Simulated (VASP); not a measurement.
Input of a VASP 6.6.1 run:

Contents of INCAR:

```
PREC = Accurate
ENCUT = 520
EDIFF = 1E-7
ISMEAR = 0
SIGMA = 0.1
LREAL = F
LASPH = T
NELM = 100
ALGO = Normal
ISIF = 2
LWAVE = F
LCHARG = F
GGA = PE
NBANDS = 18
```

KPOINTS

```
regular mesh
0
Gamma
  6 6 4
```

The input POSCAR:

```
RbHg
1.0
    3.6724261800      0.0000000000      0.0000000000
   -1.8362130900      3.1804143700      0.0000000000
    0.0000000000      0.0000000000      5.8371832200
Rb Hg
1 1
Direct
    0.6666666700      0.3333333300      0.5000000000
    0.3333333300      0.6666666700      0.0000000000
```

Potentials or basis: VASP PAW PBE potentials, release 64 (Rb_sv, Hg).

Launch:

```sh
$ cat potpaw_PBE.64/Rb_sv/POTCAR potpaw_PBE.64/Hg/POTCAR > POTCAR
$ mpirun -np 1 vasp_std > vasp.out
```

**Question.** Predict the pressure.

**Answer.** 4.0 GPa.

Stress tensor (GPa, compression positive):
```
5.10 0.00 0.00
0.00 5.10 0.00
0.00 0.00 1.74
```
